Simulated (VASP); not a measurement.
## TePt: single point with PBEsol

The system is TePt.

```xyz
4
Lattice="4.0788 0.0000 0.0000 -2.0394 3.5323 0.0000 0.0000 0.0000 5.4062" Properties=species:S:1:pos:R:3 pbc="T T T"
Te    0.0000    2.3549    1.3515
Te    2.0394    1.1774    4.0546
Pt    0.0000    0.0000    0.0000
Pt    0.0000    0.0000    2.7031
```

This cell differs from its parent crystal: volume scaled by 0.91, then relaxed in part.

```json
{
  "Program": "VASP 6.6.1",
  "Task": "single point",
  "Functional": "PBEsol",
  "Potentials or basis": "VASP PAW PBE potentials, release 64 (Te, Pt)",
  "Cutoff": "520 eV",
  "k mesh": "12 × 12 × 8",
  "Occupations": "gaussian, width 0.1 eV",
  "Spin": "no spin polarisation"
}
```

| Property | Result |
| --- | --- |
| Pressure | 16.3 GPa |
| Band gap on the k mesh | zero (band 16 reaches 12.26 eV, above the bottom of band 17 at 10.71 eV) |

Levels at points of the mesh, in eV from the Fermi level:
```csv
k point,band 14,band 15,band 16,band 17,band 18,band 19
"(0.00, 0.00, 0.00)",-1.84,0.23,0.66,1.38,2.34,2.53
"(0.50, 0.00, 0.00)",-2.48,-2.26,-1.53,1.53,2.89,3.35
"(0.00, 0.00, 0.50)",-2.74,1.10,1.10,1.10,1.10,4.38
"(0.50, 0.00, 0.50)",-3.44,-0.60,-0.60,0.63,0.63,2.65
```

It took 72 s on 1 thread of AMD EPYC 9R45 96-Core Processor (Zen 5), on a shared host, peak memory 0.27 GiB.

Caveat: the PAW data sets were made with another functional, which shifts forces and pressure a little; spin-orbit coupling is left out, which moves the levels of the heavy elements.
